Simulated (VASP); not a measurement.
# Os (Fm-3m) in VASP: notebook

The runs below take Os through electric field gradients, with PBEsol.

Program: VASP 6.6.1. These are calculated values, not measurements. Logs are shortened: lines on timing, memory, paths and dates and some standing lists are left out, and cuts for length are marked.

## 1. The cell of the first run

The structure is cubic, space group Fm-3m (No. 225). The conventional cell has a = 3.903 Å, b = 3.903 Å, c = 3.903 Å, α = 90.00°, β = 90.00°, γ = 90.00°. Within 3.6 Å of Os (site symmetry m-3m) lie 12 Os at 2.76 Å.

This isn't the form of Os at room conditions, which is hcp.

## 2. Electric field gradients, PBEsol (14.86 Å³/atom)

The input, INCAR:

```
SYSTEM = Os
  PREC = Accurate
  ENCUT = 520
  EDIFF = 1E-8
  ISMEAR = -1
  SIGMA = 0.05
  LREAL = .FALSE.
  LASPH = .TRUE.
  NELM = 120
  ALGO = Normal
  ISIF = 2
  LWAVE = .FALSE.
  LCHARG = .FALSE.
  GGA = PS
  LEFG = .TRUE.
  NBANDS = 10
  GGA_COMPAT = .FALSE.
```

The input, KPOINTS:

```
regular mesh
0
G
  14 14 14
  0 0 0
```

The input, POSCAR:

```
Os
1.0
    0.0000000000      1.9514618415      1.9514618415
    1.9514618415      0.0000000000      1.9514618415
    1.9514618415      1.9514618415      0.0000000000
Os
1
Direct
    0.0000000000      0.0000000000      0.0000000000
```

Potentials or basis: VASP PAW PBE potentials, release 64 (Os).

Started as:

```console
cat potpaw_PBE.64/Os/POTCAR > POTCAR
mpirun -np 1 vasp_std > vasp.out
```

OUTCAR:

```text
SYSTEM = Os
   PREC = Accurate
   ENCUT = 520
   EDIFF = 1E-8
   ISMEAR = -1
   LREAL = .FALSE.
   LASPH = .TRUE.
   NELM = 120
   ISIF = 2
   GGA = PS

 ion  position               nearest neighbor table
   1  0.000  0.000  0.000-

  LATTYP: Found a face centered cubic cell.
 ALAT       =     3.9029236830

  Lattice vectors:

 A1 = (   0.0000000000,   1.9514618415,   1.9514618415)
 A2 = (   1.9514618415,   0.0000000000,   1.9514618415)
 A3 = (   1.9514618415,   1.9514618415,   0.0000000000)

Analysis of symmetry for initial positions (statically):
=====================================================================
 Subroutine PRICEL returns:
 Original cell was already a primitive cell.

 Routine SETGRP: Setting up the symmetry group for a
 face centered cubic supercell.

 Subroutine GETGRP returns: Found 48 space group operations
 (whereof 48 operations were pure point group operations)
 out of a pool of 48 trial point group operations.

The static configuration has the point symmetry O_h .

Analysis of symmetry for dynamics (positions and initial velocities):
=====================================================================
 Subroutine PRICEL returns:
 Original cell was already a primitive cell.

 Routine SETGRP: Setting up the symmetry group for a
 face centered cubic supercell.

 Subroutine GETGRP returns: Found 48 space group operations
 (whereof 48 operations were pure point group operations)
 out of a pool of 48 trial point group operations.

The dynamic configuration has the point symmetry O_h .

 Subroutine INISYM returns: Found 48 space group operations
 (whereof 48 operations are pure point group operations),
 and found     1 'primitive' translations

----------------------------------------------------------------------------------------

                                     Primitive cell

  volume of cell :      14.8631

  direct lattice vectors                    reciprocal lattice vectors
     0.000000000  1.951461842  1.951461842    -0.256218179  0.256218179  0.256218179
     1.951461842  0.000000000  1.951461842     0.256218179 -0.256218179  0.256218179
[... 123 lines left out ...]
 Free energy of the ion-electron system (eV)
  ---------------------------------------------------
  ext. energy  EPLUGINS =         0.00000000
  ---------------------------------------------------
  free energy    TOTEN  =       -12.02791933 eV

  energy without entropy =      -12.01736225  energy(sigma->0) =      -12.02264079

 E-fermi :   8.2533     XC(G=0): -13.8091

 val. band max:        8.2504933060   @ k =   0.3571   0.2857   0.0714
 cond. band min:       8.2571630808   @ k =  -0.4286   0.3571   0.1429
 fundamental gap:      0.0066697749
 Fermi energy:         8.2533101214

 k-point     1 :       0.0000    0.0000    0.0000
  band No.  band energies     occupation
      1      -2.0370      2.00000
      2       5.5369      2.00000
      3       5.5369      2.00000
      4       5.5369      2.00000
      5       8.3260      0.37857
      6       8.3260      0.37856
      7      22.5975      0.00000
      8      28.0365      0.00000
      9      28.0365      0.00000
     10      28.0365      0.00000
[... 287 lines left out ...]
 k-point    24 :       0.2857    0.1429    0.0000
  band No.  band energies     occupation
      1       0.6921      2.00000
      2       4.0975      2.00000
      3       5.8687      2.00000
      4       6.6683      2.00000
      5       8.0147      1.98322
      6       9.3090      0.00000
      7      23.4235      0.00000
      8      26.4097      0.00000
      9      28.4844      0.00000
     10      29.3535      0.00000

 [... further k-points ...]

------------------------ aborting loop because EDIFF is reached ----------------------------------------

  FORCE on cell =-STRESS in cart. coord.  units (eV):
  Direction    XX          YY          ZZ          XY          YZ          ZX
  --------------------------------------------------------------------------------------
  -------------------------------------------------------------------------------------
  Total       -2.1515929     -2.1515929     -2.1515929      0.0000000      0.0000000     -0.0000000
  in kB     -231.9319072   -231.9319072   -231.9319072      0.0000000      0.0000000     -0.0000000
  external PRESSURE =    -231.9319072 kB  Pullay stress =       0.0000000 kB

 VOLUME and BASIS-vectors are now :
 -----------------------------------------------------------------------------
  energy-cutoff  :      520.00
  volume of cell :       14.86
      direct lattice vectors                 reciprocal lattice vectors
     0.000000000  1.951461842  1.951461842    -0.256218179  0.256218179  0.256218179
     1.951461842  0.000000000  1.951461842     0.256218179 -0.256218179  0.256218179
     1.951461842  1.951461842  0.000000000     0.256218179  0.256218179 -0.256218179

 POSITION                                       TOTAL-FORCE (eV/Angst)
 -----------------------------------------------------------------------------------
      0.00000      0.00000      0.00000         0.000000      0.000000      0.000000
 -----------------------------------------------------------------------------------
    total drift:                               -0.000000      0.000000     -0.000000

  FREE ENERGIE OF THE ION-ELECTRON SYSTEM (eV)
  ---------------------------------------------------
  free  energy   TOTEN  =       -12.0279193280 eV

  energy  without entropy=      -12.0173622527  energy(sigma->0) =      -12.02264079

 Electric field gradients (V/A^2)
---------------------------------------------------------------------
 ion       V_xx      V_yy      V_zz      V_xy      V_xz      V_yz
---------------------------------------------------------------------
   1      -0.000     0.000     0.000     0.000     0.000     0.000
---------------------------------------------------------------------

 Electric field gradients after diagonalization (V/A^2)
 (convention: |V_zz| > |V_xx| > |V_yy|)
----------------------------------------------------------------------
 ion       V_xx      V_yy      V_zz     asymmetry (V_yy - V_xx)/ V_zz
----------------------------------------------------------------------
   1      -0.000    -0.000     0.000       0.000
----------------------------------------------------------------------

           NMR quadrupolar parameters

 Cq : quadrupolar parameter    Cq=e*Q*V_zz/h
 eta: asymmetry parameters     (V_yy - V_xx)/ V_zz
 Q  : nuclear electric quadrupole moment in mb (millibarn)
----------------------------------------------------------------------
 ion       Cq(MHz)       eta       Q (mb)
----------------------------------------------------------------------
   1       0.000       0.000       1.000
----------------------------------------------------------------------
```

OSZICAR:

```text
N       E                     dE             d eps       ncg     rms          rms(c)
DAV:   1     0.336527087346E+02    0.33653E+02   -0.41381E+03  2144   0.738E+02
DAV:   2    -0.117936473603E+02   -0.45446E+02   -0.42542E+02  2128   0.198E+02
DAV:   3    -0.128340110999E+02   -0.10404E+01   -0.10323E+01  2500   0.278E+01
DAV:   4    -0.128366934876E+02   -0.26824E-02   -0.26815E-02  2266   0.155E+00
DAV:   5    -0.128367024392E+02   -0.89515E-05   -0.89517E-05  2324   0.842E-02    0.150E+01
DAV:   6    -0.121938336880E+02    0.64287E+00   -0.80730E-01  2454   0.707E+00    0.618E+00
DAV:   7    -0.120327091564E+02    0.16112E+00   -0.46870E-01  2558   0.512E+00    0.335E-01
DAV:   8    -0.120295342349E+02    0.31749E-02   -0.20601E-03  2170   0.364E-01    0.231E-01
DAV:   9    -0.120279217623E+02    0.16125E-02   -0.75405E-04  2284   0.294E-01    0.281E-02
DAV:  10    -0.120279223229E+02   -0.56058E-06   -0.87710E-06  2272   0.217E-02    0.101E-02
DAV:  11    -0.120279193686E+02    0.29544E-05   -0.83681E-07  2260   0.132E-02    0.155E-03
DAV:  12    -0.120279193308E+02    0.37774E-07   -0.62959E-09  1576   0.686E-04    0.268E-04
DAV:  13    -0.120279193280E+02    0.27401E-08   -0.31556E-10  1154   0.203E-04
   1 F= -.12027919E+02 E0= -.12022641E+02  d E =-.105571E-01
```

Run time: 14 s. Hardware: 1 thread of Intel Xeon Platinum 8259CL at 2.50GHz (Skylake/Cascade Lake), shared host; peak memory 0.15 GiB.

Results:

```
Free energy                             : -12.0279 eV
Pressure                                : -23.2 GPa
Band gap on the k mesh                  : zero (bands 4 and 5 overlap by 3.44 eV)
Largest electric field gradient by atom : under 0.05 V/Å² on every atom
```

Caveat: the cell stands under tension; the PAW data sets were made with another functional, which shifts forces and pressure a little; spin-orbit coupling is left out, which moves the levels of the heavy elements.

## 3. Electric field gradients, PBEsol (14.86 Å³/atom)

The input, INCAR:

```
ALGO     = Normal         # electronic algorithm
EDIFF    = 1E-8           # SCF threshold, eV
ENCUT    = 520            # plane-wave cutoff, eV
GGA      = PS             # functional
GGA_COMPAT= False        
ISIF     = 2              # what is computed and relaxed
ISMEAR   = -1             # smearing method
LASPH    = True           # aspherical terms in the spheres
LCHARG   = False          # write CHGCAR
LEFG     = True         
LREAL    = False          # projectors in reciprocal space
LWAVE    = False          # write WAVECAR
NBANDS   = 10             # bands
NELM     = 120            # most SCF steps
PREC     = Accurate       # precision mode
SIGMA    = 0.05           # smearing width, eV
```

The input, KPOINTS:

```
k-points
0
Gamma
  14 14 14
```

POSCAR is that of step 2.

Potentials or basis: VASP PAW PBE potentials, release 64 (Os).

Started as:

```console
cat potpaw_PBE.64/Os/POTCAR > POTCAR
mpirun -np 1 vasp_std > vasp.out
```

OUTCAR:

```text
EDIFF = 1E-8
   ENCUT = 520
   GGA = PS
   ISIF = 2
   ISMEAR = -1
   LASPH = True
   LREAL = False
   NELM = 120
   PREC = Accurate

 ion  position               nearest neighbor table
   1  0.000  0.000  0.000-

  LATTYP: Found a face centered cubic cell.
 ALAT       =     3.9029236830

  Lattice vectors:

 A1 = (   0.0000000000,   1.9514618415,   1.9514618415)
 A2 = (   1.9514618415,   0.0000000000,   1.9514618415)
 A3 = (   1.9514618415,   1.9514618415,   0.0000000000)

Analysis of symmetry for initial positions (statically):
=====================================================================
 Subroutine PRICEL returns:
 Original cell was already a primitive cell.

 Routine SETGRP: Setting up the symmetry group for a
 face centered cubic supercell.

 Subroutine GETGRP returns: Found 48 space group operations
 (whereof 48 operations were pure point group operations)
 out of a pool of 48 trial point group operations.

The static configuration has the point symmetry O_h .

Analysis of symmetry for dynamics (positions and initial velocities):
=====================================================================
 Subroutine PRICEL returns:
 Original cell was already a primitive cell.

 Routine SETGRP: Setting up the symmetry group for a
 face centered cubic supercell.

 Subroutine GETGRP returns: Found 48 space group operations
 (whereof 48 operations were pure point group operations)
 out of a pool of 48 trial point group operations.

The dynamic configuration has the point symmetry O_h .

[... 155 lines left out ...]
      3       5.5369      2.00000
      4       5.5369      2.00000
      5       8.3260      0.37857
      6       8.3260      0.37856
      7      22.5975      0.00000
      8      28.0365      0.00000
      9      28.0365      0.00000
     10      28.0365      0.00000
[... 287 lines left out ...]
 k-point    24 :       0.2857    0.1429    0.0000
  band No.  band energies     occupation
      1       0.6921      2.00000
      2       4.0975      2.00000
      3       5.8687      2.00000
      4       6.6683      2.00000
      5       8.0147      1.98322
      6       9.3090      0.00000
      7      23.4235      0.00000
      8      26.4097      0.00000
      9      28.4844      0.00000
     10      29.3535      0.00000

 [... further k-points ...]

------------------------ aborting loop because EDIFF is reached ----------------------------------------

  FORCE on cell =-STRESS in cart. coord.  units (eV):
  Direction    XX          YY          ZZ          XY          YZ          ZX
  --------------------------------------------------------------------------------------
  -------------------------------------------------------------------------------------
  Total       -2.1515929     -2.1515929     -2.1515929      0.0000000      0.0000000     -0.0000000
  in kB     -231.9319072   -231.9319072   -231.9319072      0.0000000      0.0000000     -0.0000000
  external PRESSURE =    -231.9319072 kB  Pullay stress =       0.0000000 kB

 VOLUME and BASIS-vectors are now :
 -----------------------------------------------------------------------------
  energy-cutoff  :      520.00
  volume of cell :       14.86
      direct lattice vectors                 reciprocal lattice vectors
     0.000000000  1.951461842  1.951461842    -0.256218179  0.256218179  0.256218179
     1.951461842  0.000000000  1.951461842     0.256218179 -0.256218179  0.256218179
     1.951461842  1.951461842  0.000000000     0.256218179  0.256218179 -0.256218179

 POSITION                                       TOTAL-FORCE (eV/Angst)
 -----------------------------------------------------------------------------------
      0.00000      0.00000      0.00000         0.000000      0.000000      0.000000
 -----------------------------------------------------------------------------------
    total drift:                               -0.000000      0.000000     -0.000000

  FREE ENERGIE OF THE ION-ELECTRON SYSTEM (eV)
  ---------------------------------------------------
  free  energy   TOTEN  =       -12.0279193280 eV

  energy  without entropy=      -12.0173622527  energy(sigma->0) =      -12.02264079

 Electric field gradients (V/A^2)
---------------------------------------------------------------------
 ion       V_xx      V_yy      V_zz      V_xy      V_xz      V_yz
---------------------------------------------------------------------
   1      -0.000     0.000     0.000     0.000     0.000     0.000
---------------------------------------------------------------------

 Electric field gradients after diagonalization (V/A^2)
 (convention: |V_zz| > |V_xx| > |V_yy|)
----------------------------------------------------------------------
 ion       V_xx      V_yy      V_zz     asymmetry (V_yy - V_xx)/ V_zz
----------------------------------------------------------------------
   1      -0.000    -0.000     0.000       0.000
----------------------------------------------------------------------

           NMR quadrupolar parameters

 Cq : quadrupolar parameter    Cq=e*Q*V_zz/h
 eta: asymmetry parameters     (V_yy - V_xx)/ V_zz
 Q  : nuclear electric quadrupole moment in mb (millibarn)
----------------------------------------------------------------------
 ion       Cq(MHz)       eta       Q (mb)
----------------------------------------------------------------------
   1       0.000       0.000       1.000
----------------------------------------------------------------------
```

Wall time 14 s (1 thread of Intel Xeon Platinum 8259CL at 2.50GHz (Skylake/Cascade Lake), shared host); peak memory 0.15 GiB.

What came out:

* Free energy: -12.0279 eV
* Pressure: -23.2 GPa
* Band gap on the k mesh: zero (bands 4 and 5 overlap by 3.44 eV)
* Largest electric field gradient by atom: under 0.05 V/Å² on every atom

Caveat: the cell stands under tension; the PAW data sets were made with another functional, which shifts forces and pressure a little; spin-orbit coupling is left out, which moves the levels of the heavy elements.
